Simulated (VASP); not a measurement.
# SrTlF3 (P4/mmm) in VASP: further runs, part 2 of 2

VASP 6.6.1. Earlier steps stand in the parts before.

## 3. Single point, HSE06 (epitaxial xy strain -0.5%)

POSCAR

```
SrTlF3
1.0
    4.6850521055      0.0000000000      0.0000000000
    0.0000000000      4.6850521055      0.0000000000
    0.0000000000      0.0000000000      4.7164704985
Tl Sr F
1 1 3
Direct
    0.0000000000      0.0000000000      0.0000000000
    0.5000000000      0.5000000000      0.5000000000
    0.5000000000      0.5000000000      0.0000000000
    0.5000000000      0.0000000000      0.5000000000
    0.0000000000      0.5000000000      0.5000000000
```

INCAR.step1

```
SYSTEM = SrTlF3
ALGO = Normal
EDIFF = 1E-5
ENCUT = 520
GGA = PE
GGA_COMPAT = .False.
ISIF = 2
ISMEAR = 0
KPAR = 4
LASPH = .True.
LCHARG = .False.
LREAL = .False.
LWAVE = .True.
NBANDS = 30
NELM = 120
PREC = Accurate
SIGMA = 0.01
```

INCAR.step2

```
SYSTEM = SrTlF3
ALGO = Normal
EDIFF = 1E-6
ENCUT = 520
GGA = PE
GGA_COMPAT = .False.
HFSCREEN = 0.2079
ISIF = 2
ISMEAR = 0
ISTART = 1
KPAR = 4
LASPH = .True.
LCHARG = .False.
LHFCALC = .True.
LREAL = .False.
LWAVE = .False.
NBANDS = 30
NELM = 120
PREC = Accurate
PRECFOCK = Normal
SIGMA = 0.01
```

KPOINTS

```
k-points
0
Gamma
  4 4 4
  0 0 0
```

Potentials or basis: VASP PAW PBE potentials, release 64 (Tl_d, Sr_sv, F).

The run is started by

```sh
cat potpaw_PBE.64/Tl_d/POTCAR potpaw_PBE.64/Sr_sv/POTCAR potpaw_PBE.64/F/POTCAR > POTCAR
cp INCAR.step1 INCAR
mpirun -np 4 vasp_std > vasp.out
cp INCAR.step2 INCAR
mpirun -np 4 vasp_std > vasp.out
```

OUTCAR:

```text
SYSTEM = SrTlF3
   EDIFF = 1E-6
   ENCUT = 520
   GGA = PE
   HFSCREEN = 0.2079
   ISIF = 2
   ISMEAR = 0
   ISTART = 1
   LASPH = .True.
   LHFCALC = .True.
   LREAL = .False.
   NELM = 120
   PREC = Accurate
   PRECFOCK = Normal

 ion  position               nearest neighbor table
   1  0.000  0.000  0.000-   2 4.07   2 4.07   2 4.07   2 4.07   2 4.07   2 4.07   2 4.07   2 4.07

   2  0.500  0.500  0.500-   4 2.34   5 2.34   4 2.34   5 2.34   3 2.36   3 2.36   1 4.07   1 4.07
                             1 4.07   1 4.07   1 4.07   1 4.07   1 4.07   1 4.07
   3  0.500  0.500  0.000-   2 2.36   2 2.36
   4  0.500  0.000  0.500-   2 2.34   2 2.34
   5  0.000  0.500  0.500-   2 2.34   2 2.34

  LATTYP: Found a simple tetragonal cell.
 ALAT       =     4.6850521055
 C/A-ratio  =     1.0067060925

  Lattice vectors:

 A1 = (   4.6850521055,   0.0000000000,   0.0000000000)
 A2 = (   0.0000000000,   4.6850521055,   0.0000000000)
 A3 = (   0.0000000000,   0.0000000000,   4.7164704985)

Analysis of symmetry for initial positions (statically):
=====================================================================
 Subroutine PRICEL returns:
 Original cell was already a primitive cell.

 Routine SETGRP: Setting up the symmetry group for a
 simple tetragonal supercell.

 Subroutine GETGRP returns: Found 16 space group operations
 (whereof 16 operations were pure point group operations)
 out of a pool of 16 trial point group operations.

The static configuration has the point symmetry D_4h.

Analysis of symmetry for dynamics (positions and initial velocities):
=====================================================================
 Subroutine PRICEL returns:
 Original cell was already a primitive cell.

 Routine SETGRP: Setting up the symmetry group for a
 simple tetragonal supercell.

 Subroutine GETGRP returns: Found 16 space group operations
 (whereof 16 operations were pure point group operations)
 out of a pool of 16 trial point group operations.

The dynamic configuration has the point symmetry D_4h.

 Subroutine INISYM returns: Found 16 space group operations
 (whereof 16 operations are pure point group operations),
 and found     1 'primitive' translations

----------------------------------------------------------------------------------------

                                     Primitive cell

  volume of cell :     103.5252

  direct lattice vectors                    reciprocal lattice vectors
     4.685052105  0.000000000  0.000000000     0.213444798  0.000000000  0.000000000
     0.000000000  4.685052105  0.000000000     0.000000000  0.213444798  0.000000000
     0.000000000  0.000000000  4.716470498     0.000000000  0.000000000  0.212022952

  length of vectors
     4.685052105  4.685052105  4.716470498     0.213444798  0.213444798  0.212022952

  position of ions in fractional coordinates (direct lattice)
     0.000000000  0.000000000  0.000000000
     0.500000000  0.500000000  0.500000000
     0.500000000  0.500000000  0.000000000
     0.500000000  0.000000000  0.500000000
     0.000000000  0.500000000  0.500000000

  ion indices of the primitive-cell ions
   primitive index   ion index
[... 50 lines left out ...]
  0.500000  0.250000  0.500000      4.000000
  0.500000  0.500000  0.500000      1.000000
   k-points           NKPTS =     18   k-points in BZ     NKDIM =     64   number of bands    NBANDS=     30
   number of dos      NEDOS =    301   number of ions     NIONS =      5
   total plane-waves  NPLWV =  46656
   dimension x,y,z NGX =    36 NGY =   36 NGZ =   36
   dimension x,y,z NGXF=    72 NGYF=   72 NGZF=   72
   ions per type =               1   1   3
   NGX,Y,Z   is equivalent  to a cutoff of  12.77, 12.77, 12.69 a.u.
   NGXF,Y,Z  is equivalent  to a cutoff of  25.55, 25.55, 25.38 a.u.
 SYSTEM =  SrTlF3
   PREC   = accura    normal or accurate (medium, high low for compatibility)
   ISTART =      1    job   : 0-new  1-cont  2-samecut
   ICHARG =      0    charge: 1-file 2-atom 10-const
   ISPIN  =      1    spin polarized calculation?
   LNONCOLLINEAR =      F non collinear calculations
   LSORBIT =      F    spin-orbit coupling
   LASPH  =      T    aspherical Exc in radial PAW
   ENCUT  =  520.0 eV  38.22 Ry    6.18 a.u.   8.71  8.71  8.77*2*pi/ulx,y,z
   NELM   =    120;   NELMIN=  2; NELMDL=  0     # of ELM steps
   EDIFF  = 0.1E-05   stopping-criterion for ELM
   LREAL  =      F    real-space projection
   EDIFFG = 0.1E-04   stopping-criterion for IOM
   NSW    =      0    number of steps for IOM
   IBRION =     -1    ionic relax: 0-MD 1-quasi-New 2-CG
   NFREE  =      0    steps in history (QN), initial steepest desc. (CG)
   ISIF   =      2    stress and relaxation
   ISYM   =      3    0-nonsym 1-usesym 2-fastsym
   POTIM  = 0.5000    time-step for ionic-motion
   TEBEG  =    0.0;   TEEND  =   0.0 temperature during run
   PSTRESS=    0.0 pullay stress
   NELECT =      44.0000    total number of electrons
   NUPDOWN=      -1.0000    fix difference up-down
   EMIN   =  10.00;   EMAX   =-10.00  energy-range for DOS
   EFERMI =   0.00;   METHOD = LEGACY
   ISMEAR =     0;   SIGMA  =   0.01  broadening in eV -4-tet -1-fermi 0-gaus
   EFERMI_NEDOS =   21; number of points for ismear=-14 and -15
   IALGO  =     38    algorithm
   IMIX   =      1    mixing-type and parameters
     AMIX     =   0.40;   BMIX     =  1.00
     AMIX_MAG =   1.60;   BMIX_MAG =  1.00
  volume/ion in A,a.u.               =      20.71       139.72
  Fermi-wavevector in a.u.,A,eV,Ry     =   1.230865  2.325997 20.613214  1.515028
  Thomas-Fermi vector in A             =   2.365697
   LORBIT       =      0    0 simple, 1 ext, 2 COOP (PROOUT), +10 PAW based schemes
   GGA     = PE    functional components
   LHFCALC =     T    Hartree Fock is set to
   PRECFOCK=normal    Normal, Fast or Accurate (Low or Medium for compatibility)
   ENCUT4O =  -1.0   cutoff for four orbital integrals eV
   NKREDX  =     1    reduce k-point grid by
   NKREDY  =     1    reduce k-point grid by
   NKREDZ  =     1    reduce k-point grid by
   AEXX    =    0.2500 exact exchange contribution
   HFSCREEN=    0.2079 screening length (either q_TF or 0.3 A-1)
   HFSCREENC=   0.2079 screening length for correlation (either q_TF or 0.3 A-1)
   ENCUTFOCK=  -1.0 apply spherical cutoff to Coloumb kernel
   IVDW    =     0    specifies the selected vdW correction
   LEPSILON=     F    determine dielectric tensor
   LRPA    =     F    only Hartree local field effects (RPA)
 non-spin polarized calculation
 Gauss-broadening in eV      SIGMA  =   0.01
  energy-cutoff  :      520.00
  volume of cell :      103.53
 maximum number of plane-waves:      2808
 NGX is ok and might be reduce to    36
  NGX = 28; NGY = 28; NGZ = 28

 number of electron      43.9999984 magnetization

 Free energy of the ion-electron system (eV)
  ---------------------------------------------------
  ext. energy  EPLUGINS =         0.00000000
  ---------------------------------------------------
  free energy    TOTEN  =       -29.06944558 eV

  energy without entropy =      -29.06944558  energy(sigma->0) =      -29.06944558

 E-fermi :  -2.2734     XC(G=0):  -7.1296

 val. band max:       -2.3211831692   @ k =   0.5000   0.0000   0.0000
 cond. band min:       3.5198943816   @ k =   0.5000   0.0000   0.0000
 fundamental gap:      5.8410775508
 Fermi energy:        -2.2734038702

 k-point     1 :       0.0000    0.0000    0.0000
  band No.  band energies     occupation
      1     -34.0090      2.00000
      2     -23.5866      2.00000
      3     -23.5702      2.00000
      4     -23.5322      2.00000
      5     -15.1157      2.00000
      6     -15.1157      2.00000
[... 583 lines left out ...]
     29      11.5381      0.00000
     30      11.5397      0.00000

------------------------ aborting loop because EDIFF is reached ----------------------------------------

  FORCE on cell =-STRESS in cart. coord.  units (eV):
  Direction    XX          YY          ZZ          XY          YZ          ZX
  --------------------------------------------------------------------------------------
  -------------------------------------------------------------------------------------
  Total        1.1816144      1.1816144      0.7873900      0.0000000      0.0000000      0.0000000
  in kB       18.2869119     18.2869119     12.1858125      0.0000000      0.0000000      0.0000000
  external PRESSURE =      16.2532121 kB  Pullay stress =       0.0000000 kB

 VOLUME and BASIS-vectors are now :
 -----------------------------------------------------------------------------
  energy-cutoff  :      520.00
  volume of cell :      103.53
      direct lattice vectors                 reciprocal lattice vectors
     4.685052105  0.000000000  0.000000000     0.213444798  0.000000000  0.000000000
     0.000000000  4.685052105  0.000000000     0.000000000  0.213444798  0.000000000
     0.000000000  0.000000000  4.716470498     0.000000000  0.000000000  0.212022952

 POSITION                                       TOTAL-FORCE (eV/Angst)
 -----------------------------------------------------------------------------------
      0.00000      0.00000      0.00000         0.000000      0.000000      0.000000
      2.34253      2.34253      2.35824         0.000000      0.000000      0.000000
      2.34253      2.34253      0.00000         0.000000      0.000000      0.000000
      2.34253      0.00000      2.35824         0.000000      0.000000      0.000000
      0.00000      2.34253      2.35824         0.000000      0.000000      0.000000
 -----------------------------------------------------------------------------------
    total drift:                               -0.000000     -0.000002     -0.000000

  FREE ENERGIE OF THE ION-ELECTRON SYSTEM (eV)
  ---------------------------------------------------
  free  energy   TOTEN  =       -29.0694455826 eV

  energy  without entropy=      -29.0694455826  energy(sigma->0) =      -29.06944558
```

It took 50 min on 4 MPI ranks of Intel Xeon Platinum 8375C at 2.90GHz (Ice Lake), shared host; peak memory 0.38 GiB.

What came out:

* Free energy: -29.0694 eV
* Pressure: 1.6 GPa
* Band gap on the k mesh: 5.84 eV

Caveat: the cell differs from its parent crystal (epitaxial xy strain -0.5%); the PAW data sets were made with another functional, which shifts forces and pressure a little; spin-orbit coupling is left out, which moves the levels of the heavy elements. A k mesh can miss the band edges.
